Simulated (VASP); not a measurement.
# Ir (P-3m1) in VASP: a series of runs

Runs on Ir. Level: PBEsol. Tasks: single point.

All numbers are computed with VASP 6.6.1; they aren't measurements. Logs are shortened: lines on timing, memory, paths and dates and some standing lists are left out, and cuts for length are marked.

## 1. The cell of the first run

It takes space group P-3m1 (No. 164, trigonal). Conventional cell: a = 2.715 Å, b = 2.715 Å, c = 17.800 Å, α = 90.00°, β = 90.00°, γ = 120.00°. Ir (site symmetry 3m) has 9 Ir at 2.71 Å within 3.6 Å. Within 3.6 Å of Ir (site symmetry 3m) lie 12 Ir at 2.71 Å. Ir (site symmetry 3m) has 12 Ir at 2.71 Å within 3.6 Å.

## 2. Single point, PBEsol (the distance across one plane changed)

INCAR reads:

```
PREC = Accurate ; ENCUT = 520
EDIFF = 1E-6 ; ISMEAR = 0
SIGMA = 0.15 ; LREAL = False
LASPH = True ; NELM = 100
ALGO = Fast ; ISIF = 2
LWAVE = False ; LCHARG = False
GGA = PS ; NBANDS = 36
```

KPOINTS reads:

```
Automatic mesh
0
Gamma
  20 20 4
```

POSCAR reads:

```
Ir
1.0
    1.9197000000     -1.9197000000      0.0000000000
    1.9197000000      0.0000000000     -1.9197000000
   10.2768762114     10.2768762114     10.2768762114
Ir
6
Direct
    0.6666666667      0.6666666667      0.0622535493
    0.0000000000      0.0000000000      0.6849135744
    0.3333333333      0.3333333333      0.1867855543
    0.6666666667      0.6666666667      0.4358495644
    0.0000000000      0.0000000000      0.3113175594
    0.3333333333      0.3333333333      0.5603815694
```

Potentials or basis: VASP PAW PBE potentials, release 64 (Ir).

Started as:

```sh
cat potpaw_PBE.64/Ir/POTCAR > POTCAR
mpirun -np 1 vasp_std > vasp.out
```

OUTCAR:

```text
PREC = Accurate
   ENCUT = 520
   EDIFF = 1E-6
   ISMEAR = 0
   LREAL = False
   LASPH = True
   NELM = 100
   ISIF = 2
   GGA = PS

 ion  position               nearest neighbor table
   1  0.667  0.667  0.062-   3 2.71   3 2.71   3 2.71
   2  0.000  0.000  0.685-   6 2.71   6 2.71   6 2.71
   3  0.333  0.333  0.187-   1 2.71   1 2.71   1 2.71   5 2.71   5 2.71   5 2.71
   4  0.667  0.667  0.436-   5 2.71   6 2.71   6 2.71   5 2.71   5 2.71   6 2.71
   5  0.000  0.000  0.311-   4 2.71   4 2.71   4 2.71   3 2.71   3 2.71   3 2.71
   6  0.333  0.333  0.560-   2 2.71   4 2.71   4 2.71   2 2.71   2 2.71   4 2.71

  LATTYP: Found a hexagonal cell.
 ALAT       =     2.7148657757
 C/A-ratio  =     6.5565199947

  Lattice vectors:

 A1 = (  -1.9197000000,   0.0000000000,   1.9197000000)
 A2 = (   1.9197000000,  -1.9197000000,   0.0000000000)
 A3 = (  10.2768762114,  10.2768762114,  10.2768762114)

Analysis of symmetry for initial positions (statically):
=====================================================================
 Subroutine PRICEL returns:
 Original cell was already a primitive cell.

 Routine SETGRP: Setting up the symmetry group for a
 hexagonal supercell.

 Subroutine GETGRP returns: Found 12 space group operations
 (whereof  6 operations were pure point group operations)
 out of a pool of 24 trial point group operations.

The static configuration has the point symmetry C_3v.
 The point group associated with its full space group is D_3d.

Analysis of symmetry for dynamics (positions and initial velocities):
=====================================================================
 Subroutine PRICEL returns:
 Original cell was already a primitive cell.

 Routine SETGRP: Setting up the symmetry group for a
 hexagonal supercell.

 Subroutine GETGRP returns: Found 12 space group operations
 (whereof  6 operations were pure point group operations)
 out of a pool of 24 trial point group operations.

The dynamic configuration has the point symmetry C_3v.
 The point group associated with its full space group is D_3d.

 Subroutine INISYM returns: Found 12 space group operations
 (whereof  6 operations are pure point group operations),
 and found     1 'primitive' translations

----------------------------------------------------------------------------------------

                                     Primitive cell

  volume of cell :     113.6185

  direct lattice vectors                    reciprocal lattice vectors
     1.919700000 -1.919700000  0.000000000     0.173638242 -0.347276484  0.173638242
     1.919700000  0.000000000 -1.919700000     0.173638242  0.173638242 -0.347276484
    10.276876211 10.276876211 10.276876211     0.032435278  0.032435278  0.032435278

  length of vectors
     2.714865776  2.714865776 17.800071741     0.425325093  0.425325093  0.056179549

  position of ions in fractional coordinates (direct lattice)
     0.666666667  0.666666667  0.062253549
     0.000000000  0.000000000  0.684913574
     0.333333333  0.333333333  0.186785554
     0.666666667  0.666666667  0.435849564
     0.000000000  0.000000000  0.311317559
     0.333333333  0.333333333  0.560381569

  ion indices of the primitive-cell ions
   primitive index   ion index
                 1           1
                 2           2
                 3           3
                 4           4
                 5           5
                 6           6

----------------------------------------------------------------------------------------

 KPOINTS: Automatic mesh

Automatic generation of k-mesh.
 Grid dimensions read from file:
 generate k-points for:   20   20    4

 Generating k-lattice:

  Cartesian coordinates                     Fractional coordinates (reciprocal lattice)
     0.008681912 -0.017363824  0.008681912     0.050000000  0.000000000  0.000000000
     0.008681912  0.008681912 -0.017363824     0.000000000  0.050000000  0.000000000
     0.008108819  0.008108819  0.008108819     0.000000000  0.000000000  0.250000000

  Length of vectors
     0.021266255  0.021266255  0.014044887

  Shift w.r.t. Gamma in fractional coordinates (k-lattice)
     0.000000000  0.000000000  0.000000000

 Subroutine IBZKPT returns following result:
 ===========================================

 Found    165 irreducible k-points:

 Following reciprocal coordinates:
            Coordinates               Weight
  0.000000  0.000000  0.000000      1.000000
  0.050000  0.000000  0.000000      6.000000
  0.100000  0.000000  0.000000      6.000000
  0.150000  0.000000  0.000000      6.000000
  0.200000  0.000000  0.000000      6.000000
  0.250000  0.000000  0.000000      6.000000
[... 16 lines left out ...]
  0.300000  0.100000 -0.000000     12.000000
  0.350000  0.100000  0.000000     12.000000
 [... further k-points ...]
   k-points           NKPTS =    165   k-points in BZ     NKDIM =    165   number of bands    NBANDS=     36
   number of dos      NEDOS =    301   number of ions     NIONS =      6
   total plane-waves  NPLWV =  56000
   dimension x,y,z NGX =    20 NGY =   20 NGZ =  140
   dimension x,y,z NGXF=    40 NGYF=   40 NGZF=  280
   ions per type =               6
   NGX,Y,Z   is equivalent  to a cutoff of  12.25, 12.25, 13.08 a.u.
   NGXF,Y,Z  is equivalent  to a cutoff of  24.49, 24.49, 26.15 a.u.
 SYSTEM =  unknown system
   PREC   = accura    normal or accurate (medium, high low for compatibility)
   ISTART =      0    job   : 0-new  1-cont  2-samecut
   ICHARG =      2    charge: 1-file 2-atom 10-const
   ISPIN  =      1    spin polarized calculation?
   LNONCOLLINEAR =      F non collinear calculations
   LSORBIT =      F    spin-orbit coupling
   LASPH  =      T    aspherical Exc in radial PAW
   ENCUT  =  520.0 eV  38.22 Ry    6.18 a.u.   5.05  5.05 33.10*2*pi/ulx,y,z
   NELM   =    100;   NELMIN=  2; NELMDL= -5     # of ELM steps
   EDIFF  = 0.1E-05   stopping-criterion for ELM
   LREAL  =      F    real-space projection
   EDIFFG = 0.1E-04   stopping-criterion for IOM
   NSW    =      0    number of steps for IOM
   IBRION =     -1    ionic relax: 0-MD 1-quasi-New 2-CG
   NFREE  =      0    steps in history (QN), initial steepest desc. (CG)
   ISIF   =      2    stress and relaxation
   ISYM   =      2    0-nonsym 1-usesym 2-fastsym
   POTIM  = 0.5000    time-step for ionic-motion
   TEBEG  =    0.0;   TEEND  =   0.0 temperature during run
   PSTRESS=    0.0 pullay stress
   NELECT =      54.0000    total number of electrons
   NUPDOWN=      -1.0000    fix difference up-down
   EMIN   =  10.00;   EMAX   =-10.00  energy-range for DOS
   EFERMI =   0.00;   METHOD = LEGACY
   ISMEAR =     0;   SIGMA  =   0.15  broadening in eV -4-tet -1-fermi 0-gaus
   EFERMI_NEDOS =   21; number of points for ismear=-14 and -15
   IALGO  =     68    algorithm
   IMIX   =      4    mixing-type and parameters
     AMIX     =   0.40;   BMIX     =  1.00
     AMIX_MAG =   1.60;   BMIX_MAG =  1.00
  volume/ion in A,a.u.               =      18.94       127.79
  Fermi-wavevector in a.u.,A,eV,Ry     =   1.277585  2.414285 22.207739  1.632223
  Thomas-Fermi vector in A             =   2.410176
   LORBIT       =      0    0 simple, 1 ext, 2 COOP (PROOUT), +10 PAW based schemes
   GGA     = PS    functional components
   LHFCALC =     F    Hartree Fock is set to
   AEXX    =    0.0000 exact exchange contribution
   IVDW    =     0    specifies the selected vdW correction
   LEPSILON=     F    determine dielectric tensor
   LRPA    =     F    only Hartree local field effects (RPA)
 non-spin polarized calculation
 RMM-DIIS sequential band-by-band and
 Gauss-broadening in eV      SIGMA  =   0.15
  energy-cutoff  :      520.00
  volume of cell :      113.62
 maximum number of plane-waves:      3092
   NGX = 11   NGY = 11   NGZ = 67

 number of electron      54.0000001 magnetization

 Free energy of the ion-electron system (eV)
  ---------------------------------------------------
  ext. energy  EPLUGINS =         0.00000000
  ---------------------------------------------------
  free energy    TOTEN  =       -56.78150259 eV

  energy without entropy =      -56.70614775  energy(sigma->0) =      -56.74382517

 E-fermi :   6.1482     XC(G=0): -11.4311

 val. band max:        6.1437323337   @ k =   0.3500   0.0000   0.0000
 cond. band min:       6.1495041015   @ k =   0.3500   0.1500  -0.0000
 fundamental gap:      0.0057717678
 Fermi energy:         6.1482171668

 k-point     1 :       0.0000    0.0000    0.0000
  band No.  band energies     occupation
      1      -4.7138      2.00000
      2      -3.9046      2.00000
      3      -2.8590      2.00000
      4      -2.0866      2.00000
      5      -1.6672      2.00000
      6      -1.6254      2.00000
[... 28 lines left out ...]
     35       6.6262      0.00001
     36       6.9917      0.00000

 k-point     2 :       0.0500    0.0000    0.0000
  band No.  band energies     occupation
      1      -4.6158      2.00000
      2      -3.8091      2.00000
      3      -2.7634      2.00000
      4      -1.9893      2.00000
      5      -1.5701      2.00000
      6      -1.5275      2.00000
[... 28 lines left out ...]
     35       7.0003      0.00000
     36       7.1158      0.00000

 k-point     3 :       0.1000    0.0000    0.0000
  band No.  band energies     occupation
      1      -4.3287      2.00000
      2      -3.5317      2.00000
      3      -2.4885      2.00000
      4      -1.7102      2.00000
      5      -1.2912      2.00000
      6      -1.2466      2.00000
[... 28 lines left out ...]
     35       7.0242      0.00000
     36       7.8885      0.00000

 k-point     4 :       0.1500    0.0000    0.0000
  band No.  band energies     occupation
      1      -3.8752      2.00000
      2      -3.1022      2.00000
      3      -2.0763      2.00000
      4      -1.2980      2.00000
      5      -0.8768      2.00000
      6      -0.8268      2.00000
[... 28 lines left out ...]
     35       7.2950      0.00000
     36       8.6837      0.00000

 k-point     5 :       0.2000    0.0000    0.0000
  band No.  band energies     occupation
      1      -3.2991      2.00000
      2      -2.5787      2.00000
      3      -1.6183      2.00000
      4      -0.8804      2.00000
      5      -0.4385      2.00000
      6      -0.3533      2.00000
[... 655 lines left out ...]
 k-point    22 :       0.2500    0.1000    0.0000
  band No.  band energies     occupation
      1      -3.0445      2.00000
      2      -2.3453      2.00000
      3      -1.3938      2.00000
      4      -0.6043      2.00000
      5      -0.1931      2.00000
      6      -0.1423      2.00000
[... 28 lines left out ...]
     35       8.1765      0.00000
     36       9.7335      0.00000

 k-point    23 :       0.3000    0.1000   -0.0000
  band No.  band energies     occupation
      1      -2.4201      2.00000
      2      -1.8249      2.00000
      3      -1.0363      2.00000
      4      -0.3730      2.00000
      5       0.0558      2.00000
      6       0.2011      2.00000
[... 28 lines left out ...]
     35       8.6627      0.00000
     36      10.3405      0.00000

 k-point    24 :       0.3500    0.1000    0.0000
  band No.  band energies     occupation
      1      -1.8627      2.00000
      2      -1.3898      2.00000
      3      -0.8992      2.00000
      4      -0.4411      2.00000
      5      -0.0995      2.00000
      6       0.0666      2.00000
[... 28 lines left out ...]
     35       9.1647      0.00000
     36      10.8885      0.00000

 [... further k-points ...]

------------------------ aborting loop because EDIFF is reached ----------------------------------------

  FORCE on cell =-STRESS in cart. coord.  units (eV):
  Direction    XX          YY          ZZ          XY          YZ          ZX
  --------------------------------------------------------------------------------------
  -------------------------------------------------------------------------------------
  Total       -5.0774992     -5.0774992     -5.0774992      0.7995386      0.7995386      0.7995386
  in kB      -71.5997214    -71.5997214    -71.5997214     11.2745940     11.2745940     11.2745940
  external PRESSURE =     -71.5997214 kB  Pullay stress =       0.0000000 kB

 VOLUME and BASIS-vectors are now :
 -----------------------------------------------------------------------------
  energy-cutoff  :      520.00
  volume of cell :      113.62
      direct lattice vectors                 reciprocal lattice vectors
     1.919700000 -1.919700000  0.000000000     0.173638242 -0.347276484  0.173638242
     1.919700000  0.000000000 -1.919700000     0.173638242  0.173638242 -0.347276484
    10.276876211 10.276876211 10.276876211     0.032435278  0.032435278  0.032435278

 POSITION                                       TOTAL-FORCE (eV/Angst)
 -----------------------------------------------------------------------------------
      3.19937     -0.64003     -0.64003         0.324010      0.324010      0.324010
      7.03877      7.03877      7.03877        -0.324010     -0.324010     -0.324010
      3.19937      1.27967      1.27967        -0.205635     -0.205635     -0.205635
      7.03877      3.19937      3.19937         0.114064      0.114064      0.114064
      3.19937      3.19937      3.19937        -0.114064     -0.114064     -0.114064
      7.03877      5.11907      5.11907         0.205635      0.205635      0.205635
 -----------------------------------------------------------------------------------
    total drift:                               -0.000001     -0.000001     -0.000001

  FREE ENERGIE OF THE ION-ELECTRON SYSTEM (eV)
  ---------------------------------------------------
  free  energy   TOTEN  =       -56.7815025919 eV

  energy  without entropy=      -56.7061477545  energy(sigma->0) =      -56.74382517
```

It took 7.6 min on 1 thread of Intel Xeon 6975P-C (Granite Rapids), shared host; peak memory 0.57 GiB.

Results:

| Quantity | Value |
| --- | --- |
| Free energy | -56.7815 eV |
| Pressure | -7.2 GPa |
| Largest force | 0.561 eV/Å |
| Band gap on the k mesh | zero (bands 27 and 28 overlap by 2.20 eV) |

Forces in eV/Å, atoms in the order of the input:
```
Ir   0.324  0.324  0.324
Ir  -0.324 -0.324 -0.324
Ir  -0.206 -0.206 -0.206
Ir   0.114  0.114  0.114
Ir  -0.114 -0.114 -0.114
Ir   0.206  0.206  0.206
```

Stress tensor (GPa, compression positive):
```
-7.16  1.13  1.13
 1.13 -7.16  1.13
 1.13  1.13 -7.16
```

Caveat: the cell differs from its parent crystal (the distance across one plane changed); the cell stands under tension; the PAW data sets were made with another functional, which shifts forces and pressure a little; spin-orbit coupling is left out, which moves the levels of the heavy elements.

## 3. Single point, PBEsol (the distance across one plane changed)

INCAR reads:

```
SYSTEM = Ir
PREC     = Accurate       ! precision mode
ENCUT    = 520            ! plane-wave cutoff, eV
EDIFF    = 1E-6           ! SCF threshold, eV
ISMEAR   = 0              ! smearing method
SIGMA    = 0.15           ! smearing width, eV
LREAL    = .FALSE.        ! projectors in reciprocal space
LASPH    = .TRUE.         ! aspherical terms in the spheres
NELM     = 80             ! most SCF steps
ALGO     = Fast           ! electronic algorithm
ISIF     = 2              ! what is computed and relaxed
LWAVE    = .FALSE.        ! write WAVECAR
LCHARG   = .FALSE.        ! write CHGCAR
GGA      = PS             ! functional
NBANDS   = 36             ! bands
```

KPOINTS reads:

```
Automatic mesh
0
G
  20 20 4
  0 0 0
```

POSCAR reads:

```
Ir
1.0
    1.9197000000     -1.9197000000      0.0000000000
    1.9197000000      0.0000000000     -1.9197000000
   11.1429016151     11.1429016151     11.1429016151
Ir
6
Direct
    0.6666666667      0.6666666667      0.0574152085
    0.0000000000      0.0000000000      0.6316821474
    0.3333333333      0.3333333333      0.1722685963
    0.6666666667      0.6666666667      0.4019753718
    0.0000000000      0.0000000000      0.2871219841
    0.3333333333      0.3333333333      0.5168287596
```

Potentials or basis: VASP PAW PBE potentials, release 64 (Ir).

Started as:

```sh
cat potpaw_PBE.64/Ir/POTCAR > POTCAR
mpirun -np 1 vasp_std > vasp.out
```

Run time: 7.9 min. Hardware: 1 thread of Intel Xeon 6975P-C (Granite Rapids), shared host; peak memory 0.6 GiB.

The run converged. Its results:

```
Free energy            : -56.7807 eV
Largest force          : 0.563 eV/Å
Band gap on the k mesh : zero (bands 27 and 28 overlap by 2.20 eV)
```

Forces in eV/Å, atoms in the order of the input:
```
Ir   0.325  0.325  0.325
Ir  -0.325 -0.325 -0.325
Ir  -0.205 -0.205 -0.205
Ir   0.114  0.114  0.114
Ir  -0.114 -0.114 -0.114
Ir   0.205  0.205  0.205
```

Levels at points of the mesh, in eV from the Fermi level:
```
           k point  band 24  band 25  band 26  band 27  band 28  band 29
(0.00, 0.00, 0.00)    -1.21    -1.21    -1.16    -1.16    -0.81    -0.81
(0.50, 0.00, 0.00)     0.77     0.96     1.03     1.05     1.15     1.34
(0.00, 0.00, 0.50)    -1.21    -1.21    -1.16    -1.16    -0.81    -0.81
(0.50, 0.00, 0.50)     0.77     0.96     1.03     1.05     1.15     1.34
```

Caveat: the cell differs from its parent crystal (the distance across one plane changed); the PAW data sets were made with another functional, which shifts forces and pressure a little; spin-orbit coupling is left out, which moves the levels of the heavy elements.

(Part 1 of 2 ends here.)
